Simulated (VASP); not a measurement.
# SnO (P6_3/mmc) in VASP: single point with PBE

Aim: the single point of SnO with PBE.

Program: VASP 6.6.1. These are calculated values, not measurements. Logs are shortened: lines on timing, memory, paths and dates and some standing lists are left out, and cuts for length are marked.

## (1) The cell of the first run

The structure is hexagonal, space group P6_3/mmc (No. 194). The conventional cell has a = 4.125 Å, b = 4.125 Å, c = 5.185 Å, α = 90.00°, β = 90.00°, γ = 120.00°. Within 3.1 Å of Sn (site symmetry -6m2) lie 5 O at 2.38 to 2.59 Å. O (site symmetry -6m2) has 5 Sn at 2.38 to 2.59 Å within 3.1 Å.

## (2) Single point, PBE, non-collinear spin, zero start, spin-orbit coupling

File INCAR:

```
PREC = Accurate
ENCUT = 520
EDIFF = 1E-6
ISMEAR = -1
SIGMA = 0.02
LREAL = F
LASPH = T
NELM = 150
ALGO = Normal
ISIF = 2
LWAVE = F
LCHARG = F
MAGMOM = 0 0 0 0 0 0 0 0 0 0 0 0
LORBIT = 11
LSORBIT = T
GGA_COMPAT = F
LORBMOM = T
GGA = PE
NBANDS = 54
```

File KPOINTS:

```
Automatic mesh
0
Gamma
  12 12 6
```

File POSCAR:

```
SnO
1.0
    4.1254992580      0.0000000000      0.0000000000
   -2.0627496290      3.5727871607      0.0000000000
    0.0000000000      0.0000000000      5.1854030836
Sn O
2 2
Direct
    0.3333333333      0.6666666667      0.2500000000
    0.6666666667      0.3333333333      0.7500000000
    0.6666666667      0.3333333333      0.2500000000
    0.3333333333      0.6666666667      0.7500000000
```

Potentials or basis: VASP PAW PBE potentials, release 64 (Sn_d, O).

Started as:

```console
> cat potpaw_PBE.64/Sn_d/POTCAR potpaw_PBE.64/O/POTCAR > POTCAR
> mpirun -np 1 vasp_ncl > vasp.out
```

OUTCAR:

```text
PREC = Accurate
   ENCUT = 520
   EDIFF = 1E-6
   ISMEAR = -1
   LREAL = F
   LASPH = T
   NELM = 150
   ISIF = 2
   LORBIT = 11
   LSORBIT = T
   GGA = PE

 ion  position               nearest neighbor table
   1  0.333  0.667  0.250-   3 2.38   3 2.38   3 2.38   4 2.59   4 2.59   2 3.52   2 3.52   2 3.52
                             2 3.52   2 3.52   2 3.52
   2  0.667  0.333  0.750-   4 2.38   4 2.38   4 2.38   3 2.59   3 2.59   1 3.52   1 3.52   1 3.52
                             1 3.52   1 3.52   1 3.52
   3  0.667  0.333  0.250-   1 2.38   1 2.38   1 2.38   2 2.59   2 2.59
   4  0.333  0.667  0.750-   2 2.38   2 2.38   2 2.38   1 2.59   1 2.59

  LATTYP: Found a hexagonal cell.
 ALAT       =     4.1254992580
 C/A-ratio  =     1.2569152869

  Lattice vectors:

 A1 = (   4.1254992580,   0.0000000000,   0.0000000000)
 A2 = (  -2.0627496290,   3.5727871607,   0.0000000000)
 A3 = (   0.0000000000,   0.0000000000,   5.1854030836)

Analysis of symmetry for initial positions (statically):
=====================================================================
 Subroutine PRICEL returns:
 Original cell was already a primitive cell.

 Routine SETGRP: Setting up the symmetry group for a
 hexagonal supercell.

 Subroutine GETGRP returns: Found 24 space group operations
 (whereof 12 operations were pure point group operations)
 out of a pool of 24 trial point group operations.

The static configuration has the point symmetry D_3d.
 The point group associated with its full space group is D_6h.

Analysis of symmetry for dynamics (positions and initial velocities):
=====================================================================
 Subroutine PRICEL returns:
 Original cell was already a primitive cell.

 Routine SETGRP: Setting up the symmetry group for a
 hexagonal supercell.

 Subroutine GETGRP returns: Found 24 space group operations
 (whereof 12 operations were pure point group operations)
 out of a pool of 24 trial point group operations.

The dynamic configuration has the point symmetry D_3d.
 The point group associated with its full space group is D_6h.

Analysis of structural, dynamic, and magnetic symmetry:
=====================================================================
 Subroutine PRICEL returns:
 Original cell was already a primitive cell.

 Routine SETGRP: Setting up the symmetry group for a
 hexagonal supercell.

 Subroutine GETGRP returns: Found 24 space group operations
 (whereof 12 operations were pure point group operations)
 out of a pool of 24 trial point group operations.
[... 1514 lines left out ...]
    total drift:                                0.000000     -0.000000      0.000000

  FREE ENERGIE OF THE ION-ELECTRON SYSTEM (eV)
  ---------------------------------------------------
  free  energy   TOTEN  =       -20.9871352933 eV

  energy  without entropy=      -20.9871344273  energy(sigma->0) =      -20.98713486

 orbital moment (x)

 # of ion     p       d       tot
 ----------------------------------------
  1         0.000  -0.000  -0.000
  2         0.000   0.000   0.000
  3         0.000   0.000   0.000
  4        -0.000   0.000  -0.000
 ----------------------------------------
            0.000  -0.000   0.000

 orbital moment (y)

 # of ion     p       d       tot
 ----------------------------------------
  1         0.000  -0.000  -0.000
  2         0.000  -0.000   0.000
  3        -0.000   0.000  -0.000
  4        -0.000   0.000  -0.000
 ----------------------------------------
           -0.000  -0.000  -0.000

 orbital moment (z)

 # of ion     p       d       tot
 ----------------------------------------
  1         0.000   0.000   0.000
  2         0.000  -0.000  -0.000
  3         0.000   0.000   0.000
  4         0.000   0.000   0.000
 ----------------------------------------
            0.000   0.000   0.000

 Spin-Orbit-Coupling matrix elements

 Ion:    1  E_soc:     -0.0728444
 l=   1
     0.0000000    -0.0059682    -0.0063508
    -0.0059682     0.0000000    -0.0059682
    -0.0063508    -0.0059682     0.0000000
 l=   2
     0.0000000    -0.0012143     0.0000000    -0.0012143    -0.0048478
    -0.0012143     0.0000000    -0.0036046    -0.0012207    -0.0012143
     0.0000000    -0.0036046     0.0000000    -0.0036046     0.0000000
    -0.0012143    -0.0012207    -0.0036046     0.0000000    -0.0012143
    -0.0048478    -0.0012143     0.0000000    -0.0012143     0.0000000
 l=   3
     0.0000000     0.0000000     0.0000000     0.0000000     0.0000000     0.0000000     0.0000000
     0.0000000     0.0000000     0.0000000     0.0000000     0.0000000     0.0000000     0.0000000
     0.0000000     0.0000000     0.0000000     0.0000000     0.0000000     0.0000000     0.0000000
     0.0000000     0.0000000     0.0000000     0.0000000     0.0000000     0.0000000     0.0000000
[... 49 lines left out ...]
 l=   2
     0.0000000     0.0000000     0.0000000     0.0000000     0.0000000
     0.0000000     0.0000000     0.0000000     0.0000000     0.0000000
     0.0000000     0.0000000     0.0000000     0.0000000     0.0000000
     0.0000000     0.0000000     0.0000000     0.0000000     0.0000000
     0.0000000     0.0000000     0.0000000     0.0000000     0.0000000
 l=   3
     0.0000000     0.0000000     0.0000000     0.0000000     0.0000000     0.0000000     0.0000000
     0.0000000     0.0000000     0.0000000     0.0000000     0.0000000     0.0000000     0.0000000
     0.0000000     0.0000000     0.0000000     0.0000000     0.0000000     0.0000000     0.0000000
     0.0000000     0.0000000     0.0000000     0.0000000     0.0000000     0.0000000     0.0000000
     0.0000000     0.0000000     0.0000000     0.0000000     0.0000000     0.0000000     0.0000000
     0.0000000     0.0000000     0.0000000     0.0000000     0.0000000     0.0000000     0.0000000
     0.0000000     0.0000000     0.0000000     0.0000000     0.0000000     0.0000000     0.0000000

 total charge

# of ion       s       p       d       tot
------------------------------------------
    1        1.407   0.612  10.016  12.035
    2        1.407   0.612  10.016  12.035
    3        1.607   3.290   0.000   4.897
    4        1.607   3.290   0.000   4.897
--------------------------------------------------
tot          6.028   7.804  20.031  33.863

 magnetization (x)

# of ion       s       p       d       tot
------------------------------------------
    1        0.000   0.000   0.000   0.000
    2        0.000   0.000  -0.000   0.000
    3       -0.000   0.000   0.000  -0.000
    4       -0.000   0.000   0.000  -0.000
--------------------------------------------------
tot         -0.000   0.000   0.000   0.000

 magnetization (y)

# of ion       s       p       d       tot
------------------------------------------
    1        0.000   0.000   0.000   0.000
    2        0.000   0.000   0.000   0.000
    3        0.000  -0.000   0.000  -0.000
    4        0.000   0.000   0.000   0.000
--------------------------------------------------
tot          0.000   0.000   0.000   0.000

 magnetization (z)

# of ion       s       p       d       tot
------------------------------------------
    1        0.000   0.000   0.000   0.000
    2        0.000   0.000   0.000   0.000
    3        0.000   0.000   0.000   0.000
    4        0.000   0.000   0.000   0.000
--------------------------------------------------
tot          0.000   0.000   0.000   0.000
```

OSZICAR:

```text
N       E                     dE             d eps       ncg     rms          rms(c)
DAV:   1     0.523075149443E+03    0.52308E+03   -0.18677E+04  9258   0.222E+03
DAV:   2     0.862503994969E+02   -0.43682E+03   -0.41152E+03  8264   0.666E+02
DAV:   3    -0.161383866688E+02   -0.10239E+03   -0.96289E+02  9460   0.234E+02
DAV:   4    -0.248137267328E+02   -0.86753E+01   -0.84937E+01  9204   0.742E+01
DAV:   5    -0.250693769038E+02   -0.25565E+00   -0.25547E+00  8808   0.136E+01    0.119E+01
DAV:   6    -0.214089086067E+02    0.36605E+01   -0.14610E+01 13830   0.579E+01    0.693E+00
DAV:   7    -0.210224702860E+02    0.38644E+00   -0.26821E+00  9530   0.121E+01    0.225E+00
DAV:   8    -0.209981333773E+02    0.24337E-01   -0.35804E-01  8604   0.374E+00    0.806E-01
DAV:   9    -0.209858727753E+02    0.12261E-01   -0.23401E-02 10004   0.167E+00    0.339E-01
DAV:  10    -0.209862912254E+02   -0.41845E-03   -0.65183E-03  9348   0.621E-01    0.146E-01
DAV:  11    -0.209875705206E+02   -0.12793E-02   -0.38296E-03 12376   0.542E-01    0.170E-01
DAV:  12    -0.209871115864E+02    0.45893E-03   -0.13360E-03 11280   0.329E-01    0.109E-02
DAV:  13    -0.209871376825E+02   -0.26096E-04   -0.11183E-04  9412   0.782E-02    0.161E-02
DAV:  14    -0.209871352833E+02    0.23992E-05   -0.12732E-05  9430   0.300E-02    0.601E-03
DAV:  15    -0.209871352933E+02   -0.99972E-08   -0.65889E-06  8810   0.159E-02
   1 F= -.20987135E+02 E0= -.20987135E+02  d E =-.866048E-06  mag=     0.0000     0.0000    -0.0000
```

Wall time 17 min (1 thread of Oxide Virtual Turin-like, shared host); peak memory 0.59 GiB.

What came out:

| Item | Value |
| --- | --- |
| Free energy | -20.9871 eV |
| Pressure | 2.5 GPa |
| Net moment | 0.00 μB per cell |
| Valence electrons inside the program's atomic spheres | Sn 12.04; O 4.90 |

Stress tensor (GPa, compression positive):
```
2.65 0.00 0.00
0.00 2.65 0.00
0.00 0.00 2.29
```

Moments on the atoms (μB; x, y, z):
```
Sn  0.00 0.00 0.00
Sn  0.00 0.00 0.00
O   0.00 0.00 0.00
O   0.00 0.00 0.00
```
